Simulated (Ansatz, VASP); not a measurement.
## Two plane-wave programs on CaF2

INCAR

```
ALGO = Normal ; EDIFF = 1E-6
ENCUT = 600 ; GGA = PE
GGA_COMPAT = F ; ISIF = 2
ISMEAR = -1 ; LASPH = T
LCHARG = F ; LREAL = F
LWAVE = F ; NBANDS = 19
NELM = 120 ; PREC = Accurate
SIGMA = 0.0272
```

File KPOINTS:

```
k-points
0
Gamma
  7 7 7
```

POSCAR

```
CaF2
1.0
    0.0000000000      2.7310000000      2.7310000000
    2.7310000000      0.0000000000      2.7310000000
    2.7310000000      2.7310000000      0.0000000000
Ca F
1 2
Direct
    0.0000000000      0.0000000000      0.0000000000
    0.2500000000      0.2500000000      0.2500000000
    0.7500000000      0.7500000000      0.7500000000
```

Input for Ansatz:

```yaml
crystal:
  lattice:
    - [0.0, 2.731, 2.731]
    - [2.731, 0.0, 2.731]
    - [2.731, 2.731, 0.0]
  atoms:
    - { symbol: Ca, position: [0.0, 0.0, 0.0] }
    - { symbol: F, position: [0.25, 0.25, 0.25] }
    - { symbol: F, position: [0.75, 0.75, 0.75] }
kpoints:
  mp_grid: { grid: [7, 7, 7] }
scf:
  occupations: { method: fermi_dirac, width: 0.0272 }
hamiltonian:
  xc: pbe
  pseudopotentials: { kind: paw }
output:
  forces: true
  stress: true
  eigenvalues: true
  core_levels:
    shells: { F: ["1s"] }
    counted_from: conduction_bottom
    add_spin: false
```

Alike in both runs: task single point; functional PBE; k mesh 7 × 7 × 7; occupations fermi-dirac, width 0.0272 eV; no spin polarisation.

```csv
,VASP,Ansatz
version,VASP 6.6.1,Ansatz 0.2.0
potentials or method,"VASP PAW PBE potentials, release 64 (Ca_sv, F)","PAW with Ansatz's default frozen-core files, scalar-relativistic"
plane-wave cutoff (eV),600,420
valence electrons in the cell,24,24
```

```tsv
	VASP	Ansatz	Ansatz less VASP
gap on the k mesh at the Fermi level (eV)	7.31	7.33	+0.020
pressure (GPa)	2.4	2.2	-0.23
```

The functional is the same, so the differences come from potentials, cutoffs and numerics.
